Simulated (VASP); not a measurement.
# Si10H5O in VASP: single point with PBE

Aim: the single point of Si10H5O with PBE.

Program: VASP 6.6.1. These are calculated values, not measurements. Logs are shortened: lines on timing, memory, paths and dates and some standing lists are left out, and cuts for length are marked.

### 1 The cell of the first run

The cell holds a slab with vacuum, 32 atoms: a = 7.679 Å, b = 7.679 Å, c = 18.254 Å, α = 90.00°, β = 90.00°, γ = 90.00°.

### 2 Single point, PBE, collinear spin

File INCAR:

```
PREC = Accurate
ENCUT = 520
EDIFF = 1E-6
ISMEAR = -1
SIGMA = 0.02
LREAL = Auto
LASPH = True
NELM = 150
ALGO = Normal
ISIF = 2
LWAVE = False
LCHARG = False
ISPIN = 2
MAGMOM = 0 0 0 0 0 0 0 0 0 0 0 0 0 0 0 0 0 0 0 0 0 0 0 0 0 0 0 0 0 0 1 0
LORBIT = 11
GGA = PE
NBANDS = 77
```

File KPOINTS:

```
Automatic mesh
0
Gamma
  2 2 1
```

File POSCAR:

```
Si10H5O
1.0
    7.6791800000      0.0000000000      0.0000000000
    0.0000000000      7.6791800000      0.0000000000
    0.0000000000      0.0000000000     18.2543620000
H Si O
10 20 2
Direct
    0.4093920100      0.0000000000      0.0547814300
    0.0906079700      0.0000000000      0.0547814300
    0.9093919800      0.0000000000      0.0547814300
    0.5906079500      0.0000000000      0.0547814300
    0.4093920100      0.4999999800      0.0547814300
    0.0906079700      0.4999999800      0.0547814300
    0.9093919800      0.4999999800      0.0547814300
    0.5906079500      0.4999999800      0.0547814300
    0.4282303263      0.3456093782      0.4945453856
    0.7457112476      0.4763689729      0.4698257810
    0.2499999900      0.0000000000      0.1021947500
    0.7499999700      0.0000000000      0.1021947500
    0.2499999900      0.4999999800      0.1021947500
    0.7499999700      0.4999999800      0.1021947500
    0.2569796205      0.2495385618      0.1734501851
    0.7586340705      0.2509542665      0.1756411253
    0.2462257619      0.7495902919      0.1789532013
    0.7392878399      0.7496963119      0.1773885289
    0.0138701082      0.2596768350      0.2495490819
    0.5056157771      0.2417018814      0.2465816027
   -0.0105911904      0.7619900673      0.2510952357
    0.4937897787      0.7378087097      0.2579043057
    0.0027613851      0.0134288837      0.3266304114
    0.5035846437     -0.0019459537      0.3260767580
   -0.0231953831      0.5107265589      0.3238265551
    0.4937753970      0.4741401603      0.3289497648
    0.2561909548      0.0574285377      0.3953575439
    0.7516114794      0.0921473441      0.3903087364
    0.3217435109      0.3514627639      0.4254847044
    0.7465089992      0.4040287462      0.3936153300
    1.1489730854      0.4788353222      0.4485713289
    1.1265222920      0.5953488472      0.3830297758
```

Potentials or basis: VASP PAW PBE potentials, release 64 (H, Si, O).

Run with:

```bash
> cat potpaw_PBE.64/H/POTCAR potpaw_PBE.64/Si/POTCAR potpaw_PBE.64/O/POTCAR > POTCAR
> mpirun -np 1 vasp_std > vasp.out
```

OUTCAR:

```text
PREC = Accurate
   ENCUT = 520
   EDIFF = 1E-6
   ISMEAR = -1
   LREAL = Auto
   LASPH = True
   NELM = 150
   ISIF = 2
   ISPIN = 2
   LORBIT = 11
   GGA = PE

 ion  position               nearest neighbor table
   1  0.409  0.000  0.055-  11 1.50
   2  0.091  0.000  0.055-  11 1.50
   3  0.909  0.000  0.055-  12 1.50
   4  0.591  0.000  0.055-  12 1.50
   5  0.409  0.500  0.055-  13 1.50
   6  0.091  0.500  0.055-  13 1.50
   7  0.909  0.500  0.055-  14 1.50
   8  0.591  0.500  0.055-  14 1.50
   9  0.428  0.346  0.495-  29 1.50
  10  0.746  0.476  0.470-  30 1.50
  11  0.250  0.000  0.102-   1 1.50   2 1.50  15 2.32  17 2.38
  12  0.750  0.000  0.102-   3 1.50   4 1.50  16 2.35  18 2.36
  13  0.250  0.500  0.102-   5 1.50   6 1.50  15 2.32  17 2.37
  14  0.750  0.500  0.102-   7 1.50   8 1.50  16 2.34  18 2.36
  15  0.257  0.250  0.173-  11 2.32  13 2.32  19 2.33  20 2.33
  16  0.759  0.251  0.176-  20 2.34  14 2.34  12 2.35  19 2.38
[... 8 lines left out ...]
  25  0.977  0.511  0.324-  32 1.71  30 2.33  21 2.34  19 2.37
  26  0.494  0.474  0.329-  30 2.33  20 2.34  29 2.40  22 2.40
  27  0.256  0.057  0.395-  24 2.33  23 2.34  29 2.38
  28  0.752  0.092  0.390-  23 2.33  24 2.35  30 2.40
  29  0.322  0.351  0.425-   9 1.50  31 1.70  27 2.38  26 2.40  32 2.52
  30  0.747  0.404  0.394-  10 1.50  25 2.33  26 2.33  28 2.40
  31  0.149  0.479  0.449-  32 1.50  29 1.70
  32  0.127  0.595  0.383-  31 1.50  25 1.71  29 2.52

  LATTYP: Found a simple tetragonal cell.
 ALAT       =     7.6791800000
 C/A-ratio  =     2.3771238596

  Lattice vectors:

 A1 = (   7.6791800000,   0.0000000000,   0.0000000000)
 A2 = (   0.0000000000,   7.6791800000,   0.0000000000)
 A3 = (   0.0000000000,   0.0000000000,  18.2543620000)

Analysis of symmetry for initial positions (statically):
=====================================================================
 Subroutine PRICEL returns:
 Original cell was already a primitive cell.

 Routine SETGRP: Setting up the symmetry group for a
 simple tetragonal supercell.

 Subroutine GETGRP returns: Found  1 space group operations
 (whereof  1 operations were pure point group operations)
 out of a pool of 16 trial point group operations.

The static configuration has the point symmetry C_1 .

Analysis of symmetry for dynamics (positions and initial velocities):
=====================================================================
 Subroutine PRICEL returns:
 Original cell was already a primitive cell.

 Routine SETGRP: Setting up the symmetry group for a
 simple tetragonal supercell.

 Subroutine GETGRP returns: Found  1 space group operations
 (whereof  1 operations were pure point group operations)
 out of a pool of 16 trial point group operations.

The dynamic configuration has the point symmetry C_1 .

Analysis of structural, dynamic, and magnetic symmetry:
=====================================================================
 Subroutine PRICEL returns:
 Original cell was already a primitive cell.

 Routine SETGRP: Setting up the symmetry group for a
 simple tetragonal supercell.

 Subroutine GETGRP returns: Found  1 space group operations
 (whereof  1 operations were pure point group operations)
 out of a pool of 16 trial point group operations.

The overall configuration has the point symmetry C_1 .

 Subroutine INISYM returns: Found  1 space group operations
 (whereof  1 operations are pure point group operations),
 and found     1 'primitive' translations

----------------------------------------------------------------------------------------

                                     Primitive cell

  volume of cell :    1076.4562

  direct lattice vectors                    reciprocal lattice vectors
     7.679180000  0.000000000  0.000000000     0.130222237  0.000000000  0.000000000
     0.000000000  7.679180000  0.000000000     0.000000000  0.130222237  0.000000000
     0.000000000  0.000000000 18.254362000     0.000000000  0.000000000  0.054781427

  length of vectors
     7.679180000  7.679180000 18.254362000     0.130222237  0.130222237  0.054781427

  position of ions in fractional coordinates (direct lattice)
     0.409392010  0.000000000  0.054781430
     0.090607970  0.000000000  0.054781430
     0.909391980  0.000000000  0.054781430
     0.590607950  0.000000000  0.054781430
     0.409392010  0.499999980  0.054781430
     0.090607970  0.499999980  0.054781430
[... 24 lines left out ...]
     0.148973085  0.478835322  0.448571329
     0.126522292  0.595348847  0.383029776

  ion indices of the primitive-cell ions
   primitive index   ion index
                 1           1
                 2           2
                 3           3
                 4           4
[... 56 lines left out ...]
            Coordinates               Weight
  0.000000  0.000000  0.000000      1.000000
  0.500000  0.000000  0.000000      1.000000
  0.000000  0.500000  0.000000      1.000000
  0.500000  0.500000  0.000000      1.000000
   k-points           NKPTS =      4   k-points in BZ     NKDIM =      4   number of bands    NBANDS=     77
   number of dos      NEDOS =    301   number of ions     NIONS =     32
   total plane-waves  NPLWV = 504000
   dimension x,y,z NGX =    60 NGY =   60 NGZ =  140
   dimension x,y,z NGXF=   120 NGYF=  120 NGZF=  280
   ions per type =              10  20   2
   NGX,Y,Z   is equivalent  to a cutoff of  12.99, 12.99, 12.75 a.u.
   NGXF,Y,Z  is equivalent  to a cutoff of  25.98, 25.98, 25.50 a.u.
 SYSTEM =  unknown system
   PREC   = accura    normal or accurate (medium, high low for compatibility)
   ISTART =      0    job   : 0-new  1-cont  2-samecut
   ICHARG =      2    charge: 1-file 2-atom 10-const
   ISPIN  =      2    spin polarized calculation?
   LNONCOLLINEAR =      F non collinear calculations
   LSORBIT =      F    spin-orbit coupling
   LASPH  =      T    aspherical Exc in radial PAW
   ENCUT  =  520.0 eV  38.22 Ry    6.18 a.u.  14.28 14.28 33.94*2*pi/ulx,y,z
   NELM   =    150;   NELMIN=  2; NELMDL= -5     # of ELM steps
   EDIFF  = 0.1E-05   stopping-criterion for ELM
   LREAL  =      T    real-space projection
   EDIFFG = 0.1E-04   stopping-criterion for IOM
   NSW    =      0    number of steps for IOM
   IBRION =     -1    ionic relax: 0-MD 1-quasi-New 2-CG
   NFREE  =      0    steps in history (QN), initial steepest desc. (CG)
   ISIF   =      2    stress and relaxation
   ISYM   =      2    0-nonsym 1-usesym 2-fastsym
   POTIM  = 0.5000    time-step for ionic-motion
   TEBEG  =    0.0;   TEEND  =   0.0 temperature during run
   PSTRESS=    0.0 pullay stress
   NELECT =     102.0000    total number of electrons
   NUPDOWN=      -1.0000    fix difference up-down
   EMIN   =  10.00;   EMAX   =-10.00  energy-range for DOS
   EFERMI =   0.00;   METHOD = LEGACY
   ISMEAR =    -1;   SIGMA  =   0.02  broadening in eV -4-tet -1-fermi 0-gaus
   EFERMI_NEDOS =   21; number of points for ismear=-14 and -15
   IALGO  =     38    algorithm
   IMIX   =      4    mixing-type and parameters
     AMIX     =   0.40;   BMIX     =  1.00
     AMIX_MAG =   1.60;   BMIX_MAG =  1.00
  volume/ion in A,a.u.               =      33.64       227.01
  Fermi-wavevector in a.u.,A,eV,Ry     =   0.746350  1.410398  7.578975  0.557039
  Thomas-Fermi vector in A             =   1.842151
   LORBIT       =     11    0 simple, 1 ext, 2 COOP (PROOUT), +10 PAW based schemes
   GGA     = PE    functional components
   LHFCALC =     F    Hartree Fock is set to
   AEXX    =    0.0000 exact exchange contribution
   IVDW    =     0    specifies the selected vdW correction
   LEPSILON=     F    determine dielectric tensor
   LRPA    =     F    only Hartree local field effects (RPA)
 spin polarized calculation
  energy-cutoff  :      520.00
  volume of cell :     1076.46
 maximum number of plane-waves:     29043
 NGX is ok and might be reduce to    60
   NGX = 29   NGY = 29   NGZ = 67

 number of electron     102.0000002 magnetization       1.9997607

 Free energy of the ion-electron system (eV)
  ---------------------------------------------------
  ext. energy  EPLUGINS =         0.00000000
  ---------------------------------------------------
  free energy    TOTEN  =      -148.25252222 eV

  energy without entropy =     -148.25247327  energy(sigma->0) =     -148.25249775

 E-fermi :  -0.4324     XC(G=0):  -4.7379

 val. band max:       -0.5882870586   @ k =   0.0000   0.5000   0.0000
 cond. band min:      -0.2825647566   @ k =   0.0000   0.0000   0.0000
 fundamental gap:      0.3057223020
 Fermi energy:        -0.4324404475

 spin component 1

 k-point     1 :       0.0000    0.0000    0.0000
  band No.  band energies     occupation
      1     -23.2890      1.00000
      2     -17.9970      1.00000
      3     -12.0906      1.00000
      4     -11.0577      1.00000
      5     -10.3755      1.00000
      6     -10.2493      1.00000
[... 253 lines left out ...]
     62       2.6714      0.00000
     63       2.8118      0.00000
 Fermi energy:        -0.4324404475

 spin component 2

 k-point     1 :       0.0000    0.0000    0.0000
  band No.  band energies     occupation
      1     -23.2806      1.00000
      2     -17.9883      1.00000
      3     -12.0165      1.00000
      4     -10.9783      1.00000
      5     -10.3320      1.00000
      6     -10.2193      1.00000
[... 253 lines left out ...]
     62       2.7296      0.00000
     63       2.8635      0.00000
 [bands above 63 left out]

------------------------ aborting loop because EDIFF is reached ----------------------------------------

  FORCE on cell =-STRESS in cart. coord.  units (eV):
  Direction    XX          YY          ZZ          XY          YZ          ZX
  --------------------------------------------------------------------------------------
  -------------------------------------------------------------------------------------
  Total       20.5953117      2.2328037      0.1859806     -2.9743176     -0.0813544      0.0705739
  in kB       30.6536785      3.3232634      0.2768100     -4.4269189     -0.1210863      0.1050408
  external PRESSURE =      11.4179173 kB  Pullay stress =       0.0000000 kB

 VOLUME and BASIS-vectors are now :
 -----------------------------------------------------------------------------
  energy-cutoff  :      520.00
  volume of cell :     1076.46
      direct lattice vectors                 reciprocal lattice vectors
     7.679180000  0.000000000  0.000000000     0.130222237  0.000000000  0.000000000
     0.000000000  7.679180000  0.000000000     0.000000000  0.130222237  0.000000000
     0.000000000  0.000000000 18.254362000     0.000000000  0.000000000  0.054781427

 POSITION                                       TOTAL-FORCE (eV/Angst)
 -----------------------------------------------------------------------------------
      3.14379      0.00000      1.00000        -0.621426     -0.091470     -0.021419
      0.69579      0.00000      1.00000         0.620000     -0.078446     -0.004094
      6.98338      0.00000      1.00000        -0.608333     -0.173286      0.008908
      4.53538      0.00000      1.00000         0.619475      0.102729     -0.014660
      3.14379      3.83959      1.00000        -0.625551      0.129926     -0.022037
      0.69579      3.83959      1.00000         0.620584      0.021893      0.002366
[... 24 lines left out ...]
      1.14399      3.67706      8.18838        -0.000140     -0.043292      0.124932
      0.97159      4.57179      6.99196         0.007334      0.120260     -0.078104
 -----------------------------------------------------------------------------------
    total drift:                                0.004580      0.002539      0.008262

  FREE ENERGIE OF THE ION-ELECTRON SYSTEM (eV)
  ---------------------------------------------------
  free  energy   TOTEN  =      -148.2525222192 eV

  energy  without entropy=     -148.2524732748  energy(sigma->0) =     -148.25249775

 total charge

# of ion       s       p       d       tot
------------------------------------------
    1        0.568   0.019   0.000   0.586
    2        0.567   0.019   0.000   0.586
    3        0.567   0.019   0.000   0.585
    4        0.567   0.019   0.000   0.586
    5        0.568   0.019   0.000   0.586
    6        0.567   0.019   0.000   0.586
[... 24 lines left out ...]
   31        1.590   3.360   0.000   4.950
   32        1.596   3.348   0.000   4.944
--------------------------------------------------
tot         23.859  25.770   0.000  49.629

 magnetization (x)

# of ion       s       p       d       tot
------------------------------------------
    1        0.000   0.000   0.000   0.000
    2        0.000   0.000   0.000   0.000
    3        0.000   0.000   0.000   0.000
    4        0.001   0.000   0.000   0.001
    5        0.001   0.000   0.000   0.001
    6        0.002   0.000   0.000   0.002
[... 24 lines left out ...]
   31        0.000   0.005   0.000   0.005
   32        0.001   0.004   0.000   0.005
--------------------------------------------------
tot          0.132   0.563   0.000   0.695
```

Run time: 17 min. Hardware: 1 thread of Intel Xeon 6975P-C (Granite Rapids), shared host; peak memory 1.6 GiB.

What came out:

* Free energy: -148.2525 eV
* Largest force: 0.639 eV/Å
* Band gap on the k mesh: 0.31 eV (least direct gap 0.42 eV)
* Net moment: 2.00 μB per cell
* Site moments: H +0.00, -0.00 (each value once); Si -0.00, +0.00, +0.01, +0.02, +0.03, +0.23, +0.24 (each value once); O +0.01 μB
* Valence electrons inside the program's atomic spheres: H 0.59, 0.58, 0.57 (each value once); Si 1.75, 1.74, 1.73, 1.70, 1.68, 1.69, 1.65, 1.67, 1.66, 1.71 (each value once); O 4.95, 4.94

Forces in eV/Å, atoms in the order of the input:
```
H   -0.621 -0.091 -0.021
H    0.620 -0.078 -0.004
H   -0.608 -0.173  0.009
H    0.619  0.103 -0.015
H   -0.626  0.130 -0.022
H    0.621  0.022  0.002
H   -0.627  0.103 -0.012
H    0.611 -0.020 -0.002
H   -0.015 -0.007 -0.027
H    0.001 -0.008 -0.017
Si   0.033 -0.230 -0.004
Si  -0.094  0.012  0.073
Si   0.030  0.184 -0.007
Si   0.037  0.055  0.012
Si  -0.011  0.020  0.009
Si   0.011 -0.002  0.024
Si   0.000  0.001  0.001
Si   0.008 -0.004  0.002
Si   0.024 -0.089 -0.043
Si  -0.028 -0.022 -0.022
Si  -0.013  0.019 -0.005
Si   0.003  0.021 -0.005
Si   0.035  0.062 -0.114
Si  -0.013 -0.015 -0.017
Si  -0.024 -0.011 -0.059
Si  -0.015 -0.037 -0.023
Si   0.008  0.054  0.055
Si  -0.013  0.013  0.074
Si   0.052 -0.075  0.053
Si  -0.009 -0.012  0.056
O    0.000 -0.043  0.125
O    0.007  0.120 -0.078
```

Levels at points of the mesh, in eV from the valence-band top:
Spin up:
```csv
k point,band 49,band 50,band 51,band 52,band 53,band 54,band 55,band 56
"(0.00, 0.00, 0.00)",-0.85,-0.70,-0.55,-0.12,1.15,1.25,1.44,1.55
"(0.50, 0.00, 0.00)",-0.78,-0.71,-0.30,-0.12,1.33,1.59,1.82,1.96
"(0.00, 0.50, 0.00)",-0.89,-0.62,-0.46,0.00,1.34,1.68,1.81,1.93
"(0.50, 0.50, 0.00)",-1.38,-0.91,-0.15,-0.02,1.60,1.78,1.97,2.13
```
Spin down:
```
           k point  band 48  band 49  band 50  band 51  band 52  band 53
(0.00, 0.00, 0.00)    -0.92    -0.73    -0.59     0.31     0.64     1.23
(0.50, 0.00, 0.00)    -0.97    -0.71    -0.66     0.59     0.68     1.38
(0.00, 0.50, 0.00)    -1.28    -0.81    -0.53     0.46     0.79     1.40
(0.50, 0.50, 0.00)    -1.43    -1.31    -0.79     0.71     0.84     1.69
```

Caveat: there is no dipole correction, which matters where the two faces differ; semilocal functionals underestimate gaps, and a narrow one can read as zero.
